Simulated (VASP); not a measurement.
# PbSe (Fm-3m) in VASP: settings compared, part 2 of 2

VASP 6.6.1. The steps go on from the part before.

## (3) Single point, PBE-based screened hybrid with 25 % exact exchange

This run uses another cell than the first one, of 29.47 Å³/atom.

Contents of POSCAR:

```
PbSe
1.0
    0.0000000000      3.0888744975      3.0888744975
    3.0888744975      0.0000000000      3.0888744975
    3.0888744975      3.0888744975      0.0000000000
Pb Se
1 1
Direct
    0.0000000000      0.0000000000      0.0000000000
    0.5000000000      0.5000000000      0.5000000000
```

Contents of INCAR.step1:

```
SYSTEM = PbSe
ALGO = Normal ; EDIFF = 1E-5
ENCUT = 520 ; GGA = PE
ISIF = 2 ; ISMEAR = -1
LASPH = .True. ; LREAL = .False.
LWAVE = .True. ; NBANDS = 17
NELM = 100 ; PREC = Accurate
SIGMA = 0.05
```

Contents of INCAR.step2:

```
SYSTEM = PbSe
AEXX = 0.25 ; ALGO = Normal
EDIFF = 1E-6 ; ENCUT = 520
GGA = PE ; HFSCREEN = 0.3
ISIF = 2 ; ISMEAR = -1
ISTART = 1 ; LASPH = .True.
LCHARG = .True. ; LELF = .True.
LHFCALC = .True. ; LREAL = .False.
LVHAR = .True. ; LWAVE = .False.
NBANDS = 17 ; NELM = 100
PREC = Accurate ; PRECFOCK = Normal
SIGMA = 0.05
```

Contents of KPOINTS:

```
k-points
0
Gamma
  4 4 4
  0 0 0
```

Potentials or basis: VASP PAW PBE potentials, release 64 (Pb_d, Se).

On the command line:

```sh
$ cat potpaw_PBE.64/Pb_d/POTCAR potpaw_PBE.64/Se/POTCAR > POTCAR
$ cp INCAR.step1 INCAR
$ mpirun -np 1 vasp_std > vasp.out
$ cp INCAR.step2 INCAR
$ mpirun -np 1 vasp_std > vasp.out
```

OUTCAR:

```text
SYSTEM = PbSe
   AEXX = 0.25
   EDIFF = 1E-6
   ENCUT = 520
   GGA = PE
   HFSCREEN = 0.3
   ISIF = 2
   ISMEAR = -1
   ISTART = 1
   LASPH = .True.
   LHFCALC = .True.
   LREAL = .False.
   NELM = 100
   PREC = Accurate
   PRECFOCK = Normal

 ion  position               nearest neighbor table
   1  0.000  0.000  0.000-   2 3.09   2 3.09   2 3.09   2 3.09   2 3.09   2 3.09
   2  0.500  0.500  0.500-   1 3.09   1 3.09   1 3.09   1 3.09   1 3.09   1 3.09

  LATTYP: Found a face centered cubic cell.
 ALAT       =     6.1777489950

  Lattice vectors:

 A1 = (   0.0000000000,   3.0888744975,   3.0888744975)
 A2 = (   3.0888744975,   0.0000000000,   3.0888744975)
 A3 = (   3.0888744975,   3.0888744975,   0.0000000000)

Analysis of symmetry for initial positions (statically):
=====================================================================
 Subroutine PRICEL returns:
 Original cell was already a primitive cell.

 Routine SETGRP: Setting up the symmetry group for a
 face centered cubic supercell.

 Subroutine GETGRP returns: Found 48 space group operations
 (whereof 48 operations were pure point group operations)
[... 150 lines left out ...]
  free energy    TOTEN  =        -9.40960756 eV

  energy without entropy =       -9.40950511  energy(sigma->0) =       -9.40955633

 E-fermi :   4.8287     XC(G=0):  -7.9707

 val. band max:        4.4854602727   @ k =   0.5000   0.0000   0.0000
 cond. band min:       5.1720210288   @ k =   0.5000   0.0000   0.0000
 fundamental gap:      0.6865607561
 Fermi energy:         4.8287406690

 k-point     1 :       0.0000    0.0000    0.0000
  band No.  band energies     occupation
      1     -13.9575      2.00000
      2     -13.9575      2.00000
      3     -13.9531      2.00000
      4     -13.9531      2.00000
      5     -13.9531      2.00000
      6     -10.1513      2.00000
[... 137 lines left out ...]
      4     -13.9420      2.00000
      5     -13.9135      2.00000
      6      -8.6567      2.00000
[... 9 lines left out ...]
     16      16.9469      0.00000
     17      17.8221      0.00000

------------------------ aborting loop because EDIFF is reached ----------------------------------------

  FORCE on cell =-STRESS in cart. coord.  units (eV):
  Direction    XX          YY          ZZ          XY          YZ          ZX
  --------------------------------------------------------------------------------------
  -------------------------------------------------------------------------------------
  Total       -0.0491984     -0.0491984     -0.0491984      0.0000000      0.0000000      0.0000000
  in kB       -1.3373071     -1.3373071     -1.3373071      0.0000000      0.0000000      0.0000000
  external PRESSURE =      -1.3373071 kB  Pullay stress =       0.0000000 kB

 VOLUME and BASIS-vectors are now :
 -----------------------------------------------------------------------------
  energy-cutoff  :      520.00
  volume of cell :       58.94
      direct lattice vectors                 reciprocal lattice vectors
     0.000000000  3.088874497  3.088874497    -0.161871258  0.161871258  0.161871258
     3.088874497  0.000000000  3.088874497     0.161871258 -0.161871258  0.161871258
     3.088874497  3.088874497  0.000000000     0.161871258  0.161871258 -0.161871258

 POSITION                                       TOTAL-FORCE (eV/Angst)
 -----------------------------------------------------------------------------------
      0.00000      0.00000      0.00000         0.000000      0.000000      0.000000
      3.08887      3.08887      3.08887        -0.000000     -0.000000     -0.000000
 -----------------------------------------------------------------------------------
    total drift:                               -0.000000     -0.000001     -0.000000

  FREE ENERGIE OF THE ION-ELECTRON SYSTEM (eV)
  ---------------------------------------------------
  free  energy   TOTEN  =        -9.4096075603 eV

  energy  without entropy=       -9.4095051076  energy(sigma->0) =       -9.40955633
```

OUTCAR.step1:

```text
SYSTEM = PbSe
   EDIFF = 1E-5
   ENCUT = 520
   GGA = PE
   ISIF = 2
   ISMEAR = -1
   LASPH = .True.
[... 361 lines left out ...]
      0.00000      0.00000      0.00000        -0.000000      0.000000     -0.000000
      3.08887      3.08887      3.08887         0.000000     -0.000000      0.000000
 -----------------------------------------------------------------------------------
    total drift:                                0.000000     -0.000000     -0.000000

  FREE ENERGIE OF THE ION-ELECTRON SYSTEM (eV)
  ---------------------------------------------------
  free  energy   TOTEN  =        -8.1857038646 eV

  energy  without entropy=       -8.1843946847  energy(sigma->0) =       -8.18504927
```

OSZICAR.step1:

```text
N       E                     dE             d eps       ncg     rms          rms(c)
DAV:   1     0.161883313680E+03    0.16188E+03   -0.95140E+03   272   0.119E+03
DAV:   2     0.351629192872E+01   -0.15837E+03   -0.15286E+03   273   0.305E+02
DAV:   3    -0.824105435211E+01   -0.11757E+02   -0.11682E+02   386   0.896E+01
DAV:   4    -0.848378699266E+01   -0.24273E+00   -0.24265E+00   320   0.151E+01
DAV:   5    -0.849263505451E+01   -0.88481E-02   -0.88476E-02   388   0.278E+00    0.272E+00
DAV:   6    -0.818720027038E+01    0.30543E+00   -0.79296E-01   420   0.579E+00    0.151E+00
DAV:   7    -0.818276522262E+01    0.44350E-02   -0.12114E-01   316   0.164E+00    0.857E-01
DAV:   8    -0.818619667971E+01   -0.34315E-02   -0.14358E-02   352   0.126E+00    0.199E-01
DAV:   9    -0.818561303502E+01    0.58364E-03   -0.32426E-03   407   0.512E-01    0.556E-02
DAV:  10    -0.818569757064E+01   -0.84536E-04   -0.24014E-04   305   0.869E-02    0.202E-02
DAV:  11    -0.818570386463E+01   -0.62940E-05   -0.46930E-05   366   0.671E-02
   1 F= -.81857039E+01 E0= -.81850493E+01  d E =-.130918E-02
```

Run time: 15 min. Hardware: 1 thread of Intel Xeon Platinum 8375C at 2.90GHz (Ice Lake), shared host; peak memory 0.3 GiB.

Results:

```yaml
Free_energy: -9.4096 eV
Pressure: -0.1 GPa
Band_gap_on_the_k_mesh: 0.69 eV
```

Caveat: the k points lie up to 0.44 Å⁻¹ apart; the PAW data sets were made with another functional, which shifts forces and pressure a little; spin-orbit coupling is left out, which moves the levels of the heavy elements.

## (4) Relaxation of cell and atoms, PBE-based screened hybrid with 25 % exact exchange

Contents of POSCAR:

```
PbSe
1.0
    0.0000000000      3.0606500000      3.0606500000
    3.0606500000      0.0000000000      3.0606500000
    3.0606500000      3.0606500000      0.0000000000
Pb Se
1 1
Direct
    0.0000000000      0.0000000000      0.0000000000
    0.5000000000      0.5000000000      0.5000000000
```

Contents of INCAR.step1:

```
SYSTEM = PbSe
ALGO = Normal
EDIFF = 1E-5
ENCUT = 600
GGA = PE
ISMEAR = -1
LASPH = .TRUE.
LCHARG = .FALSE.
LREAL = .FALSE.
LWAVE = .TRUE.
NBANDS = 17
NELM = 100
PREC = Accurate
SIGMA = 0.05
```

Contents of INCAR.step2:

```
SYSTEM = PbSe
AEXX = 0.25
ALGO = Normal
EDIFF = 1E-7
EDIFFG = -0.01
ENCUT = 600
GGA = PE
HFSCREEN = 0.3
IBRION = 2
ISIF = 3
ISMEAR = -1
ISTART = 1
LASPH = .TRUE.
LCHARG = .FALSE.
LHFCALC = .TRUE.
LREAL = .FALSE.
LWAVE = .FALSE.
NELM = 100
NSW = 60
PREC = Accurate
PRECFOCK = Normal
SIGMA = 0.05
```

Contents of KPOINTS:

```
k-points
0
G
  4 4 4
  0 0 0
```

On the command line:

```sh
$ cat potpaw_PBE.64/Pb_d/POTCAR potpaw_PBE.64/Se/POTCAR > POTCAR
$ cp INCAR.step1 INCAR
$ mpirun -np 1 vasp_std > vasp.out
$ cp INCAR.step2 INCAR
$ mpirun -np 1 vasp_std > vasp.out
```

It took 45 min on 1 thread of Intel Xeon Platinum 8375C at 2.90GHz (Ice Lake), shared host; peak memory 0.33 GiB.

Results (log left out):

* Free energy: -9.4097 eV
* Relaxed volume: 29.43 Å³/atom
* Relaxed cell: a = 4.366 Å, b = 4.366 Å, c = 4.366 Å, α = 60.00°, β = 60.00°, γ = 60.00°
* Space group after relaxing (to 0.1 Å): Fm-3m (No. 225)
* Energy gained by relaxing: 3.2 meV/atom
* Ionic steps: 3
* Pressure after relaxing: 0.0 GPa
* Band gap on the k mesh: 0.68 eV

The path:
```tsv
step	energy change (eV)	largest force (eV/Å)	pressure (GPa)	volume (Å³)
1	0.0000	0.0000	1.38	57.34
2	-0.0055	0.0000	-0.41	59.41
3	-0.0064	0.0000	-0.02	58.86
```

Final structure:
```
Pb Se
1.0
     0.00000    3.08740    3.08740
     3.08740    0.00000    3.08740
     3.08740    3.08740    0.00000
Pb Se
1 1
Cartesian
  0.0000 0.0000 0.0000
  3.0874 3.0874 3.0874
```

Levels at points of the mesh, in eV from the valence-band top:
| k point | band 6 | band 7 | band 8 | band 9 | band 10 | band 11 | band 12 | band 13 | band 14 |
| --- | --- | --- | --- | --- | --- | --- | --- | --- | --- |
| (0.00, 0.00, 0.00) | -14.65 | -6.60 | -2.00 | -2.00 | -2.00 | 5.26 | 5.26 | 5.26 | 7.07 |
| (0.50, 0.00, 0.00) | -13.55 | -9.30 | -1.61 | -1.61 | 0.00 | 0.68 | 2.12 | 2.12 | 9.13 |
| (0.50, 0.50, 0.00) | -13.18 | -7.74 | -5.23 | -3.40 | -3.40 | 4.16 | 6.18 | 6.18 | 6.63 |

Caveat: the k points lie up to 0.44 Å⁻¹ apart in the final cell; the PAW data sets were made with another functional, which shifts forces and pressure a little; spin-orbit coupling is left out, which moves the levels of the heavy elements. Zero-point motion and thermal expansion aren't in these numbers.

## (5) Single point, PBE

Contents of INCAR:

```
SYSTEM = PbSe
PREC = Accurate
ENCUT = 520
EDIFF = 1E-7
ISMEAR = 0
SIGMA = 0.012
LREAL = .False.
LASPH = .True.
NELM = 100
ALGO = Normal
ISIF = 2
LWAVE = .False.
LCHARG = .False.
GGA = PE
NBANDS = 17
```

Contents of KPOINTS:

```
regular mesh
0
Gamma
  8 8 8
  0 0 0
```

POSCAR is that of step 4.

On the command line:

```sh
$ cat potpaw_PBE.64/Pb_d/POTCAR potpaw_PBE.64/Se/POTCAR > POTCAR
$ mpirun -np 1 vasp_std > vasp.out
```

It took 27 s on 1 thread of Intel Xeon 8259CL, shared host; peak memory 0.19 GiB.

Results (log left out):

```yaml
Free_energy: -8.1783 eV
Pressure: 2.4 GPa
Band_gap_on_the_k_mesh: 0.29 eV
```

Levels at points of the mesh, in eV from the valence-band top:
| k point | band 8 | band 9 | band 10 | band 11 | band 12 | band 13 |
| --- | --- | --- | --- | --- | --- | --- |
| (0.00, 0.00, 0.00) | -1.88 | -1.88 | -1.88 | 4.71 | 4.71 | 4.71 |
| (0.50, 0.00, 0.00) | -1.47 | -1.47 | 0.00 | 0.29 | 1.70 | 1.70 |
| (0.50, 0.50, 0.00) | -4.98 | -3.24 | -3.24 | 3.69 | 5.61 | 5.61 |

Caveat: spin-orbit coupling is left out, which moves the levels of the heavy elements.

## (6) Single point, PBE, non-collinear spin, zero start, spin-orbit coupling

Contents of INCAR:

```
PREC = Accurate
ENCUT = 520
EDIFF = 1E-6
ISMEAR = -5
SIGMA = 0.05
LREAL = False
LASPH = True
NELM = 150
ALGO = Normal
ISIF = 2
LWAVE = False
LCHARG = False
LNONCOLLINEAR = True
MAGMOM = 0 0 0 0 0 0
LORBIT = 11
LSORBIT = True
GGA_COMPAT = False
LORBMOM = True
GGA = PE
NBANDS = 32
```

Contents of KPOINTS:

```
Automatic mesh
0
Gamma
  6 6 6
```

POSCAR is that of step 5.

Potentials or basis: VASP PAW PBE potentials, release 64 (Pb_d, Se).

On the command line:

```sh
$ cat potpaw_PBE.64/Pb_d/POTCAR potpaw_PBE.64/Se/POTCAR > POTCAR
$ mpirun -np 1 vasp_ncl > vasp.out
```

Run time: 85 s. Hardware: 1 thread of Intel Xeon 8259CL, shared host; peak memory 0.32 GiB.

It converged, with:

```
Free energy                                           : -8.6046 eV
Pressure                                              : 1.8 GPa
Net moment                                            : 0.00 μB per cell
Valence electrons inside the program's atomic spheres : Pb 11.87; Se 3.81
```

Moments on the atoms (μB; x, y, z):
```
Pb  0.00 0.00 0.00
Se  0.00 0.00 0.00
```

## (7) Overview

```tsv
task	level	spin	cell	k mesh	cutoff (eV)	smearing	grid for exact exchange (PRECFOCK)	share of exact exchange	screening parameter	gap on the mesh (eV)	pressure (GPa)
single point	PBE-based screened hybrid with 25 % exact exchange	off	a = 4.328 Å, angles 60.0°, 2 atoms	4 × 4 × 4	520	fermi-dirac 0.05 eV	Normal	0.25	0.3 1/Å	0.59	1.3
single point	PBE-based screened hybrid with 25 % exact exchange	off	a = 4.368 Å, angles 60.0°, 2 atoms	4 × 4 × 4	520	fermi-dirac 0.05 eV	Normal	0.25	0.3 1/Å	0.69	-0.1
relaxation of cell and atoms	PBE-based screened hybrid with 25 % exact exchange	off	relaxed from a = 4.328 Å, angles 60.0°, 2 atoms	4 × 4 × 4	600	fermi-dirac 0.05 eV	Normal	0.25	0.3 1/Å	0.68	0.0
single point	PBE	off	a = 4.328 Å, angles 60.0°, 2 atoms	8 × 8 × 8	520	gaussian 0.012 eV	-	-	-	0.29	2.4
single point	PBE	non-collinear, zero start, SOC	a = 4.328 Å, angles 60.0°, 2 atoms	6 × 6 × 6	520	tetrahedron	-	-	-	-	1.8
```

Alike in all rows: potentials or basis VASP PAW PBE potentials, release 64 (Pb_d, Se).

Caveats: some runs use coarse meshes; spin-orbit coupling is left out, which moves the levels of the heavy elements (at least some runs); the PAW data sets were made with another functional, which shifts forces and pressure a little (at least some runs).

Absolute energies hang on the potentials; compare differences alone.
